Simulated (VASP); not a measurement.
# WO (Pm-3m) in VASP: single point with r2SCAN+U

Aim: the single point of WO with r2SCAN+U.

All numbers are computed with VASP 6.6.1; they aren't measurements. Logs are shortened: lines on timing, memory, paths and dates and some standing lists are left out, and cuts for length are marked.

### Step 1. The cell of the first run

Symmetry: Pm-3m, No. 221, cubic system. The conventional cell has a = 2.915 Å, b = 2.915 Å, c = 2.915 Å, α = 90.00°, β = 90.00°, γ = 90.00°. W (site symmetry m-3m) has 8 O at 2.52 Å and 6 W at 2.91 Å within 3.3 Å. O (site symmetry m-3m) has 8 W at 2.52 Å and 6 O at 2.91 Å within 3.3 Å.

### Step 2. Single point, r2SCAN+U

POSCAR

```
WO
1.0
    2.9145613536      0.0000000000      0.0000000000
    0.0000000000      2.9145613536      0.0000000000
    0.0000000000      0.0000000000      2.9145613536
W O
1 1
Direct
    0.0000000000      0.0000000000      0.0000000000
    0.5000000000      0.5000000000      0.5000000000
```

INCAR.step1

```
SYSTEM = WO
PREC = Accurate ; ENCUT = 910
ISMEAR = 0 ; SIGMA = 0.1
LREAL = .False. ; LASPH = .True.
NELM = 200 ; LMAXMIX = 4
LDAU = .True. ; LDAUTYPE = 2
LDAUL = 2 -1 ; LDAUU = 6.2 0
LDAUJ = 0 0 ; NBANDS = 17
GGA = PE ; ALGO = Normal
EDIFF = 1E-5 ; LWAVE = .True.
LCHARG = .False. ; GGA_COMPAT = .False.
```

INCAR.step2

```
SYSTEM = WO
PREC = Accurate ; ENCUT = 910
EDIFF = 1E-6 ; ISMEAR = 0
SIGMA = 0.1 ; LREAL = .False.
LASPH = .True. ; NELM = 200
ALGO = Normal ; ISIF = 2
LWAVE = .False. ; LCHARG = .False.
LMAXMIX = 4 ; LDAU = .True.
LDAUTYPE = 2 ; LDAUL = 2 -1
LDAUU = 6.2 0 ; LDAUJ = 0 0
LDAUPRINT = 1 ; METAGGA = R2SCAN
LMIXTAU = .True. ; NBANDS = 17
ISTART = 1 ; GGA_COMPAT = .False.
```

KPOINTS

```
Automatic mesh
0
Gamma
  14 14 14
  0 0 0
```

Potentials or basis: VASP PAW PBE potentials, release 64 (W_sv, O_h).

Launch:

```
> cat potpaw_PBE.64/W_sv/POTCAR potpaw_PBE.64/O_h/POTCAR > POTCAR
> cp INCAR.step1 INCAR
> mpirun -np 1 vasp_std > vasp.out
> cp INCAR.step2 INCAR
> mpirun -np 1 vasp_std > vasp.out
```

OUTCAR:

```text
SYSTEM = WO
   PREC = Accurate
   ENCUT = 910
   EDIFF = 1E-6
   ISMEAR = 0
   LREAL = .False.
   LASPH = .True.
   NELM = 200
   ISIF = 2
   METAGGA = R2SCAN
   ISTART = 1

 ion  position               nearest neighbor table
   1  0.000  0.000  0.000-
   2  0.500  0.500  0.500-

  LATTYP: Found a simple cubic cell.
 ALAT       =     2.9145613536

  Lattice vectors:

 A1 = (   2.9145613536,   0.0000000000,   0.0000000000)
 A2 = (   0.0000000000,   2.9145613536,   0.0000000000)
 A3 = (   0.0000000000,   0.0000000000,   2.9145613536)

Analysis of symmetry for initial positions (statically):
=====================================================================
 Subroutine PRICEL returns:
 Original cell was already a primitive cell.

 Routine SETGRP: Setting up the symmetry group for a
 simple cubic supercell.

 Subroutine GETGRP returns: Found 48 space group operations
 (whereof 48 operations were pure point group operations)
 out of a pool of 48 trial point group operations.

The static configuration has the point symmetry O_h .

Analysis of symmetry for dynamics (positions and initial velocities):
=====================================================================
 Subroutine PRICEL returns:
 Original cell was already a primitive cell.

 Routine SETGRP: Setting up the symmetry group for a
 simple cubic supercell.

 Subroutine GETGRP returns: Found 48 space group operations
 (whereof 48 operations were pure point group operations)
 out of a pool of 48 trial point group operations.

The dynamic configuration has the point symmetry O_h .

 Subroutine INISYM returns: Found 48 space group operations
 (whereof 48 operations are pure point group operations),
 and found     1 'primitive' translations

----------------------------------------------------------------------------------------

                                     Primitive cell

  volume of cell :      24.7582

  direct lattice vectors                    reciprocal lattice vectors
[... 139 lines left out ...]
  0.0000 -0.0000 -0.0000  0.0869  0.0000
 -0.0000 -0.0000  0.0000  0.0000  0.6737

spin component  2

  0.0869 -0.0000 -0.0000  0.0000 -0.0000
 -0.0000  0.0869 -0.0000 -0.0000 -0.0000
 -0.0000 -0.0000  0.6737 -0.0000  0.0000
  0.0000 -0.0000 -0.0000  0.0869  0.0000
 -0.0000 -0.0000  0.0000  0.0000  0.6737

 occupancies and eigenvectors

  o =  0.0869  v =  1.0000  0.0000  0.0000  0.0000  0.0000  0.0000  0.0000  0.0000  0.0000  0.0000      0.0000  0.0000  0.0000  0.0000  0.0000  0.0000  0.0000  0.0000  0.0000  0.0000
  o =  0.0869  v =  0.0000  0.0000  0.0000  0.0000  0.0000  1.0000  0.0000  0.0000  0.0000  0.0000      0.0000  0.0000  0.0000  0.0000  0.0000  0.0000  0.0000  0.0000  0.0000  0.0000
  o =  0.0869  v =  0.0000 -0.9904 -0.0000  0.1381 -0.0000  0.0000  0.0000  0.0000  0.0000  0.0000      0.0000  0.0000  0.0000  0.0000  0.0000  0.0000  0.0000  0.0000  0.0000  0.0000
  o =  0.0869  v =  0.0000  0.0000  0.0000  0.0000  0.0000  0.0000 -0.9904 -0.0000  0.1381 -0.0000      0.0000  0.0000  0.0000  0.0000  0.0000  0.0000  0.0000  0.0000  0.0000  0.0000
  o =  0.0869  v =  0.0000  0.1381 -0.0000  0.9904  0.0000  0.0000  0.0000  0.0000  0.0000  0.0000      0.0000  0.0000  0.0000  0.0000  0.0000  0.0000  0.0000  0.0000  0.0000  0.0000
  o =  0.0869  v =  0.0000  0.0000  0.0000  0.0000  0.0000  0.0000  0.1381 -0.0000  0.9904  0.0000      0.0000  0.0000  0.0000  0.0000  0.0000  0.0000  0.0000  0.0000  0.0000  0.0000
  o =  0.6737  v =  0.0000  0.0000  0.0000  0.0000  0.0000  0.0000  0.0000  0.9999  0.0000  0.0167      0.0000  0.0000  0.0000  0.0000  0.0000  0.0000  0.0000  0.0000  0.0000  0.0000
  o =  0.6737  v =  0.0000  0.0000  0.9999  0.0000  0.0167  0.0000  0.0000  0.0000  0.0000  0.0000      0.0000  0.0000  0.0000  0.0000  0.0000  0.0000  0.0000  0.0000  0.0000  0.0000
  o =  0.6737  v =  0.0000 -0.0000 -0.0167 -0.0000  0.9999  0.0000  0.0000  0.0000  0.0000  0.0000      0.0000  0.0000  0.0000  0.0000  0.0000  0.0000  0.0000  0.0000  0.0000  0.0000
  o =  0.6737  v =  0.0000  0.0000  0.0000  0.0000  0.0000  0.0000 -0.0000 -0.0167 -0.0000  0.9999      0.0000  0.0000  0.0000  0.0000  0.0000  0.0000  0.0000  0.0000  0.0000  0.0000

 number of electron      20.0000003 magnetization

 Free energy of the ion-electron system (eV)
  ---------------------------------------------------
  ext. energy  EPLUGINS =         0.00000000
  ---------------------------------------------------
  free energy    TOTEN  =       -50.66095058 eV

  energy without entropy =      -50.65575468  energy(sigma->0) =      -50.65835263

 E-fermi :  10.8042     XC(G=0): -13.5230

 val. band max:       10.8029867140   @ k =   0.2857   0.2143   0.0000
 cond. band min:      10.8295279052   @ k =   0.5000   0.3571   0.3571
 fundamental gap:      0.0265411911
 Fermi energy:        10.8041606090

 k-point     1 :       0.0000    0.0000    0.0000
  band No.  band energies     occupation
      1     -67.4220      2.00000
      2     -30.6691      2.00000
      3     -30.6690      2.00000
      4     -30.6690      2.00000
      5     -11.6294      2.00000
      6       4.3722      2.00000
[... 457 lines left out ...]
      4     -30.6165      2.00000
      5     -10.7895      2.00000
      6       1.7688      2.00000
[... 9 lines left out ...]
     16      23.7337      0.00000
     17      23.8784      0.00000

 [... further k-points ...]

------------------------ aborting loop because EDIFF is reached ----------------------------------------

  FORCE on cell =-STRESS in cart. coord.  units (eV):
  Direction    XX          YY          ZZ          XY          YZ          ZX
  --------------------------------------------------------------------------------------
  -------------------------------------------------------------------------------------
  Total       -1.2191007     -1.2191007     -1.2191007      0.0000000     -0.0000000     -0.0000000
  in kB      -78.8915627    -78.8915627    -78.8915627      0.0000000     -0.0000000     -0.0000000
  external PRESSURE =     -78.8915627 kB  Pullay stress =       0.0000000 kB

 VOLUME and BASIS-vectors are now :
 -----------------------------------------------------------------------------
  energy-cutoff  :      910.00
  volume of cell :       24.76
      direct lattice vectors                 reciprocal lattice vectors
     2.914561354  0.000000000  0.000000000     0.343104803  0.000000000  0.000000000
     0.000000000  2.914561354  0.000000000     0.000000000  0.343104803  0.000000000
     0.000000000  0.000000000  2.914561354     0.000000000  0.000000000  0.343104803

 POSITION                                       TOTAL-FORCE (eV/Angst)
 -----------------------------------------------------------------------------------
      0.00000      0.00000      0.00000         0.000000      0.000000      0.000000
      1.45728      1.45728      1.45728         0.000000      0.000000      0.000000
 -----------------------------------------------------------------------------------
    total drift:                                0.000000      0.000000      0.000000

  FREE ENERGIE OF THE ION-ELECTRON SYSTEM (eV)
  ---------------------------------------------------
  free  energy   TOTEN  =       -50.6609505784 eV

  energy  without entropy=      -50.6557546763  energy(sigma->0) =      -50.65835263
```

OUTCAR.step1:

```text
SYSTEM = WO
   PREC = Accurate
   ENCUT = 910
   ISMEAR = 0
   LREAL = .False.
   LASPH = .True.
[... 706 lines left out ...]
      0.00000      0.00000      0.00000         0.000000      0.000000      0.000000
      1.45728      1.45728      1.45728         0.000000      0.000000      0.000000
 -----------------------------------------------------------------------------------
    total drift:                                0.000000      0.000000      0.000000

  FREE ENERGIE OF THE ION-ELECTRON SYSTEM (eV)
  ---------------------------------------------------
  free  energy   TOTEN  =       -10.9256691554 eV

  energy  without entropy=      -10.9158819931  energy(sigma->0) =      -10.92077557
```

Run time: 4.8 min. Hardware: 1 thread of Intel Xeon Platinum 8488C (Sapphire Rapids), shared host; peak memory 0.26 GiB.

Results:

```
Free energy            : -50.6610 eV
Pressure               : -7.9 GPa
Band gap on the k mesh : zero (bands 10 and 11 overlap by 5.16 eV)
```

Levels at points of the mesh, in eV from the Fermi level:
```tsv
k point	band 8	band 9	band 10	band 11	band 12	band 13
(0.00, 0.00, 0.00)	-5.17	-5.17	-5.17	-3.47	3.55	3.55
(0.50, 0.00, 0.00)	-5.67	-5.67	-0.66	3.26	3.26	3.66
(0.50, 0.50, 0.00)	-5.59	-4.69	-0.64	1.28	1.28	1.54
(0.50, 0.50, 0.50)	-8.44	1.69	1.69	3.14	3.14	3.14
```

Eigenvalues of the final occupation matrices:
```
    site  spin  trace               eigenvalues
site 1 d     1   1.61  0.09 0.09 0.09 0.67 0.67
site 1 d     2   1.61  0.09 0.09 0.09 0.67 0.67
```

Caveat: the cutoff is under 1.25 times the usual one of these potentials, so pressure, stress and relaxed cells hold a basis-set (Pulay) error; the cell stands under tension; the PAW data sets were made with another functional, which shifts forces and pressure a little; spin-orbit coupling is left out, which moves the levels of the heavy elements; U without spin polarisation on a metal has little footing.
